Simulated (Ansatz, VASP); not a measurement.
**One calculation of Si, two programs**

```
Si
1.0
     0.00000    2.72273    2.72273
     2.72273    0.00000    2.72273
     2.72273    2.72273    0.00000
Si
2
Direct
  0.50000 0.50000 0.50000
  0.75000 0.75000 0.75000
```

Alike in both runs: task single point; functional r2SCAN; k mesh 10 × 10 × 10; occupations gaussian, width 0.3 eV; no spin polarisation.

```csv
,VASP,Ansatz
version,VASP 6.6.1,Ansatz 0.2.0
potentials or method,"VASP PAW PBE potentials, release 64 (Si), cutoff 520 eV","plane waves (500 eV) with PAW, scalar-relativistic"
valence electrons in the cell,8,8
```

|  | VASP | Ansatz | Ansatz less VASP |
| --- | --- | --- | --- |
| pressure (GPa) | -0.3 | -0.1 | +0.24 |

VASP's potentials were made for PBE, not for r2SCAN.
